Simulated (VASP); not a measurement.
# CsI (Pm-3m) in VASP: single point with PBEsol

Aim: the single point of CsI with PBEsol.

Everything below comes from runs of VASP 6.6.1. Logs are shortened: lines on timing, memory, paths and dates and some standing lists are left out, and cuts for length are marked.

## 1. The cell of the first run

Symmetry: Pm-3m, No. 221, cubic system. The conventional cell has a = 4.567 Å, b = 4.567 Å, c = 4.567 Å, α = 90.00°, β = 90.00°, γ = 90.00°. Within 5.2 Å of Cs (site symmetry m-3m) lie 8 I at 3.95 Å and 6 Cs at 4.57 Å. Within 5.2 Å of I (site symmetry m-3m) lie 8 Cs at 3.95 Å and 6 I at 4.57 Å.

## 2. Single point, PBEsol

Contents of INCAR:

```
PREC = Accurate
ENCUT = 500
EDIFF = 1E-6
ISMEAR = 0
SIGMA = 0.01
LREAL = F
LASPH = T
NELM = 120
ALGO = Normal
ISIF = 2
LWAVE = F
LCHARG = T
GGA = PS
LELF = T
LVHAR = T
NBANDS = 15
GGA_COMPAT = F
```

Contents of KPOINTS:

```
regular mesh
0
Gamma
  5 5 5
```

Contents of POSCAR:

```
CsI
1.0
    4.5667000000      0.0000000000      0.0000000000
    0.0000000000      4.5667000000      0.0000000000
    0.0000000000      0.0000000000      4.5667000000
Cs I
1 1
Direct
    0.0000000000      0.0000000000      0.0000000000
    0.5000000000      0.5000000000      0.5000000000
```

Potentials or basis: VASP PAW PBE potentials, release 64 (Cs_sv, I).

Started as:

```console
$ cat potpaw_PBE.64/Cs_sv/POTCAR potpaw_PBE.64/I/POTCAR > POTCAR
$ mpirun -np 1 vasp_std > vasp.out
```

OUTCAR:

```text
PREC = Accurate
   ENCUT = 500
   EDIFF = 1E-6
   ISMEAR = 0
   LREAL = F
   LASPH = T
   NELM = 120
   ISIF = 2
   GGA = PS

 ion  position               nearest neighbor table
   1  0.000  0.000  0.000-
   2  0.500  0.500  0.500-

  LATTYP: Found a simple cubic cell.
 ALAT       =     4.5667000000

  Lattice vectors:

 A1 = (   4.5667000000,   0.0000000000,   0.0000000000)
 A2 = (   0.0000000000,   4.5667000000,   0.0000000000)
 A3 = (   0.0000000000,   0.0000000000,   4.5667000000)

Analysis of symmetry for initial positions (statically):
=====================================================================
 Subroutine PRICEL returns:
 Original cell was already a primitive cell.

 Routine SETGRP: Setting up the symmetry group for a
 simple cubic supercell.

 Subroutine GETGRP returns: Found 48 space group operations
 (whereof 48 operations were pure point group operations)
 out of a pool of 48 trial point group operations.

The static configuration has the point symmetry O_h .

Analysis of symmetry for dynamics (positions and initial velocities):
=====================================================================
 Subroutine PRICEL returns:
 Original cell was already a primitive cell.

 Routine SETGRP: Setting up the symmetry group for a
 simple cubic supercell.

 Subroutine GETGRP returns: Found 48 space group operations
 (whereof 48 operations were pure point group operations)
 out of a pool of 48 trial point group operations.

The dynamic configuration has the point symmetry O_h .

 Subroutine INISYM returns: Found 48 space group operations
 (whereof 48 operations are pure point group operations),
 and found     1 'primitive' translations

----------------------------------------------------------------------------------------

                                     Primitive cell

  volume of cell :      95.2374

  direct lattice vectors                    reciprocal lattice vectors
     4.566700000  0.000000000  0.000000000     0.218976504  0.000000000  0.000000000
     0.000000000  4.566700000  0.000000000     0.000000000  0.218976504  0.000000000
     0.000000000  0.000000000  4.566700000     0.000000000  0.000000000  0.218976504

  length of vectors
     4.566700000  4.566700000  4.566700000     0.218976504  0.218976504  0.218976504

  position of ions in fractional coordinates (direct lattice)
     0.000000000  0.000000000  0.000000000
     0.500000000  0.500000000  0.500000000

  ion indices of the primitive-cell ions
   primitive index   ion index
                 1           1
                 2           2

----------------------------------------------------------------------------------------

 KPOINTS: regular mesh

Automatic generation of k-mesh.
 Grid dimensions read from file:
 generate k-points for:    5    5    5

 Generating k-lattice:

  Cartesian coordinates                     Fractional coordinates (reciprocal lattice)
     0.043795301  0.000000000  0.000000000     0.200000000  0.000000000  0.000000000
     0.000000000  0.043795301  0.000000000     0.000000000  0.200000000  0.000000000
     0.000000000  0.000000000  0.043795301     0.000000000  0.000000000  0.200000000

  Length of vectors
     0.043795301  0.043795301  0.043795301

  Shift w.r.t. Gamma in fractional coordinates (k-lattice)
     0.000000000  0.000000000  0.000000000

 Subroutine IBZKPT returns following result:
 ===========================================

 Found     10 irreducible k-points:

 Following reciprocal coordinates:
            Coordinates               Weight
  0.000000  0.000000  0.000000      1.000000
  0.200000  0.000000  0.000000      6.000000
  0.400000  0.000000  0.000000      6.000000
  0.200000  0.200000  0.000000     12.000000
  0.400000  0.200000  0.000000     24.000000
  0.400000  0.400000  0.000000     12.000000
  0.200000  0.200000  0.200000      8.000000
  0.400000  0.200000  0.200000     24.000000
  0.400000  0.400000  0.200000     24.000000
  0.400000  0.400000  0.400000      8.000000
   k-points           NKPTS =     10   k-points in BZ     NKDIM =     10   number of bands    NBANDS=     15
   number of dos      NEDOS =    301   number of ions     NIONS =      2
   total plane-waves  NPLWV =  46656
   dimension x,y,z NGX =    36 NGY =   36 NGZ =   36
   dimension x,y,z NGXF=    72 NGYF=   72 NGZF=   72
   ions per type =               1   1
   NGX,Y,Z   is equivalent  to a cutoff of  13.11, 13.11, 13.11 a.u.
   NGXF,Y,Z  is equivalent  to a cutoff of  26.21, 26.21, 26.21 a.u.
 SYSTEM =  unknown system
   PREC   = accura    normal or accurate (medium, high low for compatibility)
   ISTART =      0    job   : 0-new  1-cont  2-samecut
   ICHARG =      2    charge: 1-file 2-atom 10-const
   ISPIN  =      1    spin polarized calculation?
   LNONCOLLINEAR =      F non collinear calculations
   LSORBIT =      F    spin-orbit coupling
   LASPH  =      T    aspherical Exc in radial PAW
   ENCUT  =  500.0 eV  36.75 Ry    6.06 a.u.   8.33  8.33  8.33*2*pi/ulx,y,z
   NELM   =    120;   NELMIN=  2; NELMDL= -5     # of ELM steps
   EDIFF  = 0.1E-05   stopping-criterion for ELM
   LREAL  =      F    real-space projection
   EDIFFG = 0.1E-04   stopping-criterion for IOM
   NSW    =      0    number of steps for IOM
   IBRION =     -1    ionic relax: 0-MD 1-quasi-New 2-CG
   NFREE  =      0    steps in history (QN), initial steepest desc. (CG)
   ISIF   =      2    stress and relaxation
   ISYM   =      2    0-nonsym 1-usesym 2-fastsym
   POTIM  = 0.5000    time-step for ionic-motion
   TEBEG  =    0.0;   TEEND  =   0.0 temperature during run
   PSTRESS=    0.0 pullay stress
   NELECT =      16.0000    total number of electrons
   NUPDOWN=      -1.0000    fix difference up-down
   EMIN   =  10.00;   EMAX   =-10.00  energy-range for DOS
   EFERMI =   0.00;   METHOD = LEGACY
   ISMEAR =     0;   SIGMA  =   0.01  broadening in eV -4-tet -1-fermi 0-gaus
   EFERMI_NEDOS =   21; number of points for ismear=-14 and -15
   IALGO  =     38    algorithm
   IMIX   =      4    mixing-type and parameters
     AMIX     =   0.40;   BMIX     =  1.00
     AMIX_MAG =   1.60;   BMIX_MAG =  1.00
  volume/ion in A,a.u.               =      47.62       321.35
  Fermi-wavevector in a.u.,A,eV,Ry     =   0.903328  1.707043 11.102385  0.816002
  Thomas-Fermi vector in A             =   2.026641
   LORBIT       =      0    0 simple, 1 ext, 2 COOP (PROOUT), +10 PAW based schemes
   GGA     = PS    functional components
   LHFCALC =     F    Hartree Fock is set to
   AEXX    =    0.0000 exact exchange contribution
   IVDW    =     0    specifies the selected vdW correction
   LEPSILON=     F    determine dielectric tensor
   LRPA    =     F    only Hartree local field effects (RPA)
 non-spin polarized calculation
 Gauss-broadening in eV      SIGMA  =   0.01
  energy-cutoff  :      500.00
  volume of cell :       95.24
 maximum number of plane-waves:      2469
 NGX is ok and might be reduce to    36
   NGX = 17   NGY = 17   NGZ = 17

 number of electron      16.0000003 magnetization

 Free energy of the ion-electron system (eV)
  ---------------------------------------------------
  ext. energy  EPLUGINS =         0.00000000
  ---------------------------------------------------
  free energy    TOTEN  =        -5.76995002 eV

  energy without entropy =       -5.76995002  energy(sigma->0) =       -5.76995002

 E-fermi :   0.7747     XC(G=0):  -7.9523

 val. band max:        0.6515234059   @ k =   0.4000   0.4000   0.0000
 cond. band min:       4.4016943405   @ k =   0.0000   0.0000   0.0000
 fundamental gap:      3.7501709347
 Fermi energy:         0.7746934600

 k-point     1 :       0.0000    0.0000    0.0000
  band No.  band energies     occupation
      1     -19.6615      2.00000
      2      -9.9957      2.00000
      3      -6.3442      2.00000
      4      -6.3442      2.00000
      5      -6.3442      2.00000
      6       0.6081      2.00000
      7       0.6081      2.00000
      8       0.6081      2.00000
      9       4.4017      0.00000
     10       4.7782      0.00000
     11       4.7782      0.00000
     12       8.4424      0.00000
     13       8.4424      0.00000
     14       8.4424      0.00000
     15      10.8593      0.00000

 k-point     2 :       0.2000    0.0000    0.0000
  band No.  band energies     occupation
      1     -19.6529      2.00000
      2      -9.9985      2.00000
      3      -6.4014      2.00000
      4      -6.3217      2.00000
      5      -6.3217      2.00000
      6      -0.0376      2.00000
      7       0.5546      2.00000
      8       0.5546      2.00000
      9       5.0184      0.00000
     10       5.1950      0.00000
     11       5.6473      0.00000
     12       8.3355      0.00000
     13       8.3355      0.00000
     14       8.6218      0.00000
     15       9.3127      0.00000

 k-point     3 :       0.4000    0.0000    0.0000
  band No.  band energies     occupation
      1     -19.6387      2.00000
      2     -10.0063      2.00000
      3      -6.4767      2.00000
      4      -6.2846      2.00000
      5      -6.2846      2.00000
      6      -0.7927      2.00000
      7       0.4646      2.00000
      8       0.4646      2.00000
      9       5.6290      0.00000
     10       6.6457      0.00000
     11       7.1257      0.00000
     12       7.7135      0.00000
     13       8.4633      0.00000
     14       8.4633      0.00000
     15       9.0101      0.00000
[... 91 lines left out ...]
 k-point     9 :       0.4000    0.4000    0.2000
  band No.  band energies     occupation
      1     -19.6106      2.00000
      2      -9.8199      2.00000
      3      -6.6475      2.00000
      4      -6.6174      2.00000
      5      -6.3814      2.00000
      6      -0.3410      2.00000
      7      -0.2755      2.00000
      8       0.1770      2.00000
      9       5.7121      0.00000
     10       6.4357      0.00000
     11       6.9586      0.00000
     12       7.2712      0.00000
     13       8.8598      0.00000
     14       8.9982      0.00000
     15      10.4987      0.00000

 k-point    10 :       0.4000    0.4000    0.4000
  band No.  band energies     occupation
      1     -19.5986      2.00000
      2      -9.7524      2.00000
      3      -6.5960      2.00000
      4      -6.5841      2.00000
      5      -6.5841      2.00000
      6      -0.5142      2.00000
      7      -0.5142      2.00000
      8      -0.3812      2.00000
      9       6.7142      0.00000
     10       7.3330      0.00000
     11       7.3330      0.00000
     12       8.3647      0.00000
     13       8.5424      0.00000
     14       8.5424      0.00000
     15      10.7731      0.00000

------------------------ aborting loop because EDIFF is reached ----------------------------------------

  FORCE on cell =-STRESS in cart. coord.  units (eV):
  Direction    XX          YY          ZZ          XY          YZ          ZX
  --------------------------------------------------------------------------------------
  -------------------------------------------------------------------------------------
  Total       -0.2412854     -0.2412854     -0.2412854      0.0000000      0.0000000      0.0000000
  in kB       -4.0591422     -4.0591422     -4.0591422      0.0000000      0.0000000      0.0000000
  external PRESSURE =      -4.0591422 kB  Pullay stress =       0.0000000 kB

 VOLUME and BASIS-vectors are now :
 -----------------------------------------------------------------------------
  energy-cutoff  :      500.00
  volume of cell :       95.24
      direct lattice vectors                 reciprocal lattice vectors
     4.566700000  0.000000000  0.000000000     0.218976504  0.000000000  0.000000000
     0.000000000  4.566700000  0.000000000     0.000000000  0.218976504  0.000000000
     0.000000000  0.000000000  4.566700000     0.000000000  0.000000000  0.218976504

 POSITION                                       TOTAL-FORCE (eV/Angst)
 -----------------------------------------------------------------------------------
      0.00000      0.00000      0.00000         0.000000      0.000000      0.000000
      2.28335      2.28335      2.28335         0.000000      0.000000      0.000000
 -----------------------------------------------------------------------------------
    total drift:                               -0.000000      0.000000      0.000000

  FREE ENERGIE OF THE ION-ELECTRON SYSTEM (eV)
  ---------------------------------------------------
  free  energy   TOTEN  =        -5.7699500182 eV

  energy  without entropy=       -5.7699500182  energy(sigma->0) =       -5.76995002
```

Wall time 7.1 s (1 thread of Intel Xeon 6975P-C (Granite Rapids), shared host); peak memory 0.2 GiB.

What came out:

| Item | Value |
| --- | --- |
| Free energy | -5.7700 eV |
| Pressure | -0.4 GPa |
| Band gap on the k mesh | 3.75 eV, indirect (least direct gap 3.79 eV) |

Caveat: the PAW data sets were made with another functional, which shifts forces and pressure a little; spin-orbit coupling is left out, which moves the levels of the heavy elements. A k mesh can miss the band edges.
